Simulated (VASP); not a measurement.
# AlN (P6_3mc) in VASP: a series of runs

The runs below take AlN through relaxation of the atoms, with LDA.

Program: VASP 6.6.1. These are calculated values, not measurements. Logs are shortened: lines on timing, memory, paths and dates and some standing lists are left out, and cuts for length are marked.

**1. The cell of the first run**

The structure is hexagonal, space group P6_3mc (No. 186). Conventional cell: a = 3.089 Å, b = 3.089 Å, c = 4.350 Å, α = 90.00°, β = 90.00°, γ = 120.00°. Within 2.2 Å of Al (site symmetry 3m) lie 4 N at 1.66 to 1.86 Å. Within 2.2 Å of N (site symmetry 3m) lie 4 Al at 1.66 to 1.86 Å.

**2. Relaxation of the atoms, LDA**

Input file INCAR:

```
PREC     = Accurate       # precision mode
ENCUT    = 520            # plane-wave cutoff, eV
EDIFF    = 1E-6           # SCF threshold, eV
ISMEAR   = 0              # smearing method
SIGMA    = 0.05           # smearing width, eV
LREAL    = False          # projectors in reciprocal space
LASPH    = True           # aspherical terms in the spheres
NELM     = 60             # most SCF steps
ALGO     = Normal         # electronic algorithm
ISIF     = 2              # what is computed and relaxed
LWAVE    = False          # write WAVECAR
LCHARG   = False          # write CHGCAR
IBRION   = 2              # ionic algorithm
NSW      = 50             # ionic steps
EDIFFG   = -0.01          # ionic threshold
```

Input file KPOINTS:

```
regular mesh
0
Gamma
  9 9 6
```

Input file POSCAR:

```
AlN
1.0
    3.0886152983      0.0000000000      0.0000000000
   -1.5443076491      2.6748193108      0.0000000000
    0.0000000000      0.0000000000      4.3504000000
Al N
2 2
Direct
    0.3333333333      0.6666666667      0.0015210172
    0.6666666667      0.3333333333      0.5015210172
    0.3333333333      0.6666666667      0.3834789828
    0.6666666667      0.3333333333      0.8834789828
```

Potentials or basis: VASP PAW LDA potentials, release 64 (Al, N).

Launch:

```
$ cat potpaw_LDA.64/Al/POTCAR potpaw_LDA.64/N/POTCAR > POTCAR
$ mpirun -np 1 vasp_std > vasp.out
```

OUTCAR:

```text
PREC = Accurate
   ENCUT = 520
   EDIFF = 1E-6
   ISMEAR = 0
   LREAL = False
   LASPH = True
   NELM = 60
   ISIF = 2
   IBRION = 2
   NSW = 50
   EDIFFG = -0.01

 ion  position               nearest neighbor table
   1  0.333  0.667  0.002-   3 1.66   4 1.86   4 1.86   4 1.86   2 2.81   2 2.81   2 2.81   2 2.81
                             2 2.81   2 2.81
   2  0.667  0.333  0.502-   4 1.66   3 1.86   3 1.86   3 1.86   1 2.81   1 2.81   1 2.81   1 2.81
                             1 2.81   1 2.81
   3  0.333  0.667  0.383-   1 1.66   2 1.86   2 1.86   2 1.86
   4  0.667  0.333  0.883-   2 1.66   1 1.86   1 1.86   1 1.86

  LATTYP: Found a hexagonal cell.
 ALAT       =     3.0886152983
 C/A-ratio  =     1.4085276345

  Lattice vectors:

 A1 = (   3.0886152983,   0.0000000000,   0.0000000000)
 A2 = (  -1.5443076491,   2.6748193108,   0.0000000000)
 A3 = (   0.0000000000,   0.0000000000,   4.3504000000)

Analysis of symmetry for initial positions (statically):
=====================================================================
 Subroutine PRICEL returns:
 Original cell was already a primitive cell.

 Routine SETGRP: Setting up the symmetry group for a
 hexagonal supercell.

 Subroutine GETGRP returns: Found 12 space group operations
 (whereof  6 operations were pure point group operations)
 out of a pool of 24 trial point group operations.

The static configuration has the point symmetry C_3v.
 The point group associated with its full space group is C_6v.

Analysis of symmetry for dynamics (positions and initial velocities):
=====================================================================
 Subroutine PRICEL returns:
 Original cell was already a primitive cell.

 Routine SETGRP: Setting up the symmetry group for a
 hexagonal supercell.

 Subroutine GETGRP returns: Found 12 space group operations
 (whereof  6 operations were pure point group operations)
 out of a pool of 24 trial point group operations.

The dynamic configuration has the point symmetry C_3v.
 The point group associated with its full space group is C_6v.

 Subroutine INISYM returns: Found 12 space group operations
 (whereof  6 operations are pure point group operations),
 and found     1 'primitive' translations

----------------------------------------------------------------------------------------

                                     Primitive cell

  volume of cell :      35.9408

  direct lattice vectors                    reciprocal lattice vectors
     3.088615298  0.000000000  0.000000000     0.323769684  0.186928514  0.000000000
    -1.544307649  2.674819311  0.000000000     0.000000000  0.373857029  0.000000000
     0.000000000  0.000000000  4.350400000     0.000000000  0.000000000  0.229863921

  length of vectors
     3.088615298  3.088615298  4.350400000     0.373857029  0.373857029  0.229863921

  position of ions in fractional coordinates (direct lattice)
     0.333333333  0.666666667  0.001521017
     0.666666667  0.333333333  0.501521017
     0.333333333  0.666666667  0.383478983
     0.666666667  0.333333333  0.883478983

  ion indices of the primitive-cell ions
   primitive index   ion index
                 1           1
                 2           2
                 3           3
                 4           4

----------------------------------------------------------------------------------------

 KPOINTS: regular mesh

Automatic generation of k-mesh.
 Grid dimensions read from file:
 generate k-points for:    9    9    6

 Generating k-lattice:

  Cartesian coordinates                     Fractional coordinates (reciprocal lattice)
     0.035974409  0.020769835  0.000000000     0.111111111 -0.000000000  0.000000000
     0.000000000  0.041539670  0.000000000     0.000000000  0.111111111  0.000000000
     0.000000000  0.000000000  0.038310653     0.000000000  0.000000000  0.166666667

  Length of vectors
     0.041539670  0.041539670  0.038310653

  Shift w.r.t. Gamma in fractional coordinates (k-lattice)
     0.000000000  0.000000000  0.000000000

 Subroutine IBZKPT returns following result:
 ===========================================

 Found     48 irreducible k-points:

 Following reciprocal coordinates:
            Coordinates               Weight
  0.000000  0.000000  0.000000      1.000000
  0.111111 -0.000000  0.000000      6.000000
  0.222222 -0.000000  0.000000      6.000000
  0.333333 -0.000000  0.000000      6.000000
  0.444444 -0.000000  0.000000      6.000000
  0.111111  0.111111  0.000000      6.000000
[... 16 lines left out ...]
  0.333333  0.222222  0.166667     24.000000
  0.333333  0.333333  0.166667      4.000000
 [... further k-points ...]
   k-points           NKPTS =     48   k-points in BZ     NKDIM =     48   number of bands    NBANDS=     12
   number of dos      NEDOS =    301   number of ions     NIONS =      4
   total plane-waves  NPLWV =  18432
   dimension x,y,z NGX =    24 NGY =   24 NGZ =   32
   dimension x,y,z NGXF=    48 NGYF=   48 NGZF=   64
   ions per type =               2   2
   NGX,Y,Z   is equivalent  to a cutoff of  12.92, 12.92, 12.23 a.u.
   NGXF,Y,Z  is equivalent  to a cutoff of  25.84, 25.84, 24.46 a.u.
 SYSTEM =  unknown system
   PREC   = accura    normal or accurate (medium, high low for compatibility)
   ISTART =      0    job   : 0-new  1-cont  2-samecut
   ICHARG =      2    charge: 1-file 2-atom 10-const
   ISPIN  =      1    spin polarized calculation?
   LNONCOLLINEAR =      F non collinear calculations
   LSORBIT =      F    spin-orbit coupling
   LASPH  =      T    aspherical Exc in radial PAW
   ENCUT  =  520.0 eV  38.22 Ry    6.18 a.u.   5.74  5.74  8.09*2*pi/ulx,y,z
   NELM   =     60;   NELMIN=  2; NELMDL= -5     # of ELM steps
   EDIFF  = 0.1E-05   stopping-criterion for ELM
   LREAL  =      F    real-space projection
   EDIFFG = -.1E-01   stopping-criterion for IOM
   NSW    =     50    number of steps for IOM
   IBRION =      2    ionic relax: 0-MD 1-quasi-New 2-CG
   NFREE  =      1    steps in history (QN), initial steepest desc. (CG)
   ISIF   =      2    stress and relaxation
   ISYM   =      2    0-nonsym 1-usesym 2-fastsym
   POTIM  = 0.5000    time-step for ionic-motion
   TEBEG  =    0.0;   TEEND  =   0.0 temperature during run
   PSTRESS=    0.0 pullay stress
   NELECT =      16.0000    total number of electrons
   NUPDOWN=      -1.0000    fix difference up-down
   EMIN   =  10.00;   EMAX   =-10.00  energy-range for DOS
   EFERMI =   0.00;   METHOD = LEGACY
   ISMEAR =     0;   SIGMA  =   0.05  broadening in eV -4-tet -1-fermi 0-gaus
   EFERMI_NEDOS =   21; number of points for ismear=-14 and -15
   IALGO  =     38    algorithm
   IMIX   =      4    mixing-type and parameters
     AMIX     =   0.40;   BMIX     =  1.00
     AMIX_MAG =   1.60;   BMIX_MAG =  1.00
  volume/ion in A,a.u.               =       8.99        60.64
  Fermi-wavevector in a.u.,A,eV,Ry     =   1.250026  2.362206 21.259984  1.562565
  Thomas-Fermi vector in A             =   2.384039
   LORBIT       =      0    0 simple, 1 ext, 2 COOP (PROOUT), +10 PAW based schemes
   GGA     = CA    functional components
   LHFCALC =     F    Hartree Fock is set to
   AEXX    =    0.0000 exact exchange contribution
   IVDW    =     0    specifies the selected vdW correction
   LEPSILON=     F    determine dielectric tensor
   LRPA    =     F    only Hartree local field effects (RPA)
 conjugate gradient relaxation of ions
 non-spin polarized calculation
 Gauss-broadening in eV      SIGMA  =   0.05
  energy-cutoff  :      520.00
  volume of cell :       35.94
 maximum number of plane-waves:       984
 NGX is ok and might be reduce to    24
   NGX = 11   NGY = 11   NGZ = 17

--------------------------------------- Ionic step        1  -------------------------------------------

 number of electron      15.9999998 magnetization

 Free energy of the ion-electron system (eV)
  ---------------------------------------------------
  ext. energy  EPLUGINS =         0.00000000
  ---------------------------------------------------
  free energy    TOTEN  =       -31.60207217 eV

  energy without entropy =      -31.60207217  energy(sigma->0) =      -31.60207217

------------------------ aborting loop because EDIFF is reached ----------------------------------------

  FORCE on cell =-STRESS in cart. coord.  units (eV):
  Direction    XX          YY          ZZ          XY          YZ          ZX
  --------------------------------------------------------------------------------------
  -------------------------------------------------------------------------------------
  Total        2.9051887      2.9051887     21.1440552      0.0000000      0.0000000      0.0000000
  in kB      129.5082622    129.5082622    942.5652129      0.0000000      0.0000000      0.0000000
  external PRESSURE =     400.5272458 kB  Pullay stress =       0.0000000 kB
[... 61 lines left out ...]
  energy  without entropy=      -32.0664739339  energy(sigma->0) =      -32.06647393

--------------------------------------- Ionic step        3  -------------------------------------------

 number of electron      16.0000001 magnetization

 Free energy of the ion-electron system (eV)
  ---------------------------------------------------
  ext. energy  EPLUGINS =         0.00000000
  ---------------------------------------------------
  free energy    TOTEN  =       -32.24502879 eV

  energy without entropy =      -32.24502879  energy(sigma->0) =      -32.24502879

 E-fermi :   8.7806     XC(G=0): -11.9281

 val. band max:        8.5199995834   @ k =   0.0000   0.0000   0.0000
 cond. band min:      13.0237553676   @ k =   0.0000   0.0000   0.0000
 fundamental gap:      4.5037557842
 Fermi energy:         8.7806380710

 k-point     1 :       0.0000    0.0000    0.0000
  band No.  band energies     occupation
      1      -8.5553      2.00000
      2      -5.0605      2.00000
      3       1.1256      2.00000
      4       5.7717      2.00000
      5       5.7717      2.00000
      6       6.9638      2.00000
      7       6.9638      2.00000
      8       8.5200      2.00000
      9      13.0238      0.00000
     10      14.4281      0.00000
     11      18.2609      0.00000
     12      18.2609      0.00000
[... 331 lines left out ...]
 k-point    24 :       0.3333    0.3333    0.1667
  band No.  band energies     occupation
      1      -5.4870      2.00000
      2      -5.4870      2.00000
      3       1.7917      2.00000
      4       2.9007      2.00000
      5       2.9007      2.00000
      6       4.8478      2.00000
      7       5.8054      2.00000
      8       5.8054      2.00000
      9      13.7923      0.00000
     10      15.7889      0.00000
     11      17.7622      0.00000
     12      17.7622      0.00000

 [... further k-points ...]
[... 5 lines left out ...]
  --------------------------------------------------------------------------------------
  -------------------------------------------------------------------------------------
  Total        5.9808082      5.9808082      6.8793263      0.0000000      0.0000000      0.0000000
  in kB      266.6140284    266.6140284    306.6684037      0.0000000      0.0000000      0.0000000
  external PRESSURE =     279.9654868 kB  Pullay stress =       0.0000000 kB
[... 19 lines left out ...]
  FREE ENERGIE OF THE ION-ELECTRON SYSTEM (eV)
  ---------------------------------------------------
  free  energy   TOTEN  =       -32.2450287940 eV

  energy  without entropy=      -32.2450287940  energy(sigma->0) =      -32.24502879

 reached required accuracy - stopping structural energy minimisation
```

Run time: 19 s. Hardware: 1 thread of Intel Xeon 6975P-C (Granite Rapids), shared host; peak memory 0.14 GiB.

What came out:

```
Free energy               : -32.2450 eV
Energy gained by relaxing : 160.7 meV/atom
Ionic steps               : 3
Pressure after relaxing   : 28.0 GPa
Band gap on the k mesh    : 4.50 eV, direct
```

Stress tensor (GPa, compression positive):
```
26.66  0.00  0.00
 0.00 26.66  0.00
 0.00  0.00 30.67
```

Step by step:
```
step  energy change (eV)  largest force (eV/Å)  pressure (GPa)
   1              0.0000                4.1658           40.05
   2             -0.4644                0.4460           25.32
   3             -0.6430                0.0007           28.00
```

Final structure:
```yaml
crystal:
  lattice:
    - [3.08862, 0.00000, 0.00000]
    - [-1.54431, 2.67482, 0.00000]
    - [0.00000, 0.00000, 4.35040]
  atoms:
    - { symbol: Al, position: [0.33333, 0.66667, 0.97904] }
    - { symbol: Al, position: [0.66667, 0.33333, 0.47904] }
    - { symbol: N, position: [0.33333, 0.66667, 0.40596] }
    - { symbol: N, position: [0.66667, 0.33333, 0.90596] }
```

Levels at points of the mesh, in eV from the valence-band top:
| k point | band 6 | band 7 | band 8 | band 9 | band 10 | band 11 |
| --- | --- | --- | --- | --- | --- | --- |
| (0.00, 0.00, 0.00) | -1.56 | -1.56 | 0.00 | 4.50 | 5.91 | 9.74 |
| (0.00, 0.00, 0.50) | -2.18 | -2.18 | -2.18 | 6.51 | 6.51 | 10.03 |

A k mesh can miss the band edges. A hybrid or GW would open this gap; LDA tends to underestimate it.

**3. Relaxation of the atoms, LDA**

This run uses another cell than the first one, of 9.02 Å³/atom, 1.004 times its volume.

Input file INCAR:

```
SYSTEM = AlN
PREC     = Accurate       ! precision mode
ENCUT    = 520            ! plane-wave cutoff, eV
EDIFF    = 1E-6           ! SCF threshold, eV
ISMEAR   = 0              ! smearing method
SIGMA    = 0.05           ! smearing width, eV
LREAL    = .False.        ! projectors in reciprocal space
LASPH    = .True.         ! aspherical terms in the spheres
NELM     = 80             ! most SCF steps
ALGO     = Normal         ! electronic algorithm
ISIF     = 2              ! what is computed and relaxed
LWAVE    = .False.        ! write WAVECAR
LCHARG   = .False.        ! write CHGCAR
IBRION   = 2              ! ionic algorithm
NSW      = 50             ! ionic steps
EDIFFG   = -0.01          ! ionic threshold
```

Input file KPOINTS:

```
Automatic mesh
0
Gamma
  9 9 6
  0 0 0
```

Input file POSCAR:

```
AlN
1.0
    3.0268000000      0.0000000000      0.0000000000
   -1.5134000000      2.6212856922      0.0000000000
    0.0000000000      0.0000000000      4.5481000000
Al N
2 2
Direct
    0.3333333333      0.6666666667      0.0015210172
    0.6666666667      0.3333333333      0.5015210172
    0.3333333333      0.6666666667      0.3834789828
    0.6666666667      0.3333333333      0.8834789828
```

Potentials or basis: VASP PAW LDA potentials, release 64 (Al, N).

Launch:

```
$ cat potpaw_LDA.64/Al/POTCAR potpaw_LDA.64/N/POTCAR > POTCAR
$ mpirun -np 1 vasp_std > vasp.out
```

It took 21 s on 1 thread of Intel Xeon 6975P-C (Granite Rapids), shared host; peak memory 0.13 GiB.

Results (log left out):

- Free energy: -32.3395 eV
- Energy gained by relaxing: 33.7 meV/atom
- Ionic steps: 3
- Pressure after relaxing: 32.0 GPa
- Band gap on the k mesh: 4.81 eV, indirect (least direct gap 5.05 eV)

Stress tensor (GPa, compression positive):
```
29.58  0.00  0.00
 0.00 29.58  0.00
 0.00  0.00 36.78
```

The path:
```tsv
step	energy change (eV)	largest force (eV/Å)	pressure (GPa)
1	0.0000	1.7344	34.90
2	-0.0509	0.9137	31.21
3	-0.1347	0.0011	31.98
```

Final structure:
```
Al N
1.0
     3.02680    0.00000    0.00000
    -1.51340    2.62129    0.00000
     0.00000    0.00000    4.54810
Al N
2 2
Direct
  0.33333 0.66667 0.99216
  0.66667 0.33333 0.49216
  0.33333 0.66667 0.39284
  0.66667 0.33333 0.89284
```

Levels at points of the mesh, in eV from the valence-band top:
| k point | band 6 | band 7 | band 8 | band 9 | band 10 | band 11 |
| --- | --- | --- | --- | --- | --- | --- |
| (0.00, 0.00, 0.00) | -0.96 | -0.96 | 0.00 | 5.05 | 6.80 | 10.83 |
| (0.00, 0.00, 0.50) | -1.43 | -1.43 | -1.43 | 7.04 | 7.04 | 11.12 |

(Continued in part 2 of 2.)
